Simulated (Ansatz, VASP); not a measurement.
# CoO in VASP and in Ansatz

```xyz
2
Lattice="1.5055 0.8692 2.4399 -1.5055 0.8692 2.4399 0.0000 -1.7384 2.4399" Properties=species:S:1:pos:R:3 pbc="T T T"
Co    0.0000    0.0000    0.0000
O     0.0000    0.0000    3.6599
```

Alike in both runs: task single point; functional PBE; k mesh 11 × 11 × 11; occupations gaussian, width 0.025 eV; collinear spin.

|  | VASP | Ansatz |
| --- | --- | --- |
| version | VASP 6.6.1 | Ansatz 0.2.0 |
| potentials or method | VASP PAW PBE potentials, release 64 (Co, O) | Ansatz PAW |
| plane-wave cutoff (eV) | 520 | 420 |
| valence electrons in the cell | 15 | 23 |

```tsv
	VASP	Ansatz	Ansatz less VASP
gap on the k mesh at the Fermi level (eV)	none	none	-
pressure (GPa)	-0.8	0.0	+0.83
traceless stress, the component that is largest in VASP (GPa)	-0.49	-0.53	-0.034
net moment per atom (μB)	1.44	1.47	+0.026
size of the moment on the site where the two differ most (μB)	2.54	2.50	-0.048
```

Site moments also hang on the region over which each program counts them. A gap of «none» marks a metal or a gap that the smearing closes. VASP's potentials hold 15 valence electrons a cell and Ansatz's 23, so a difference there can come from the potentials and not from the codes.
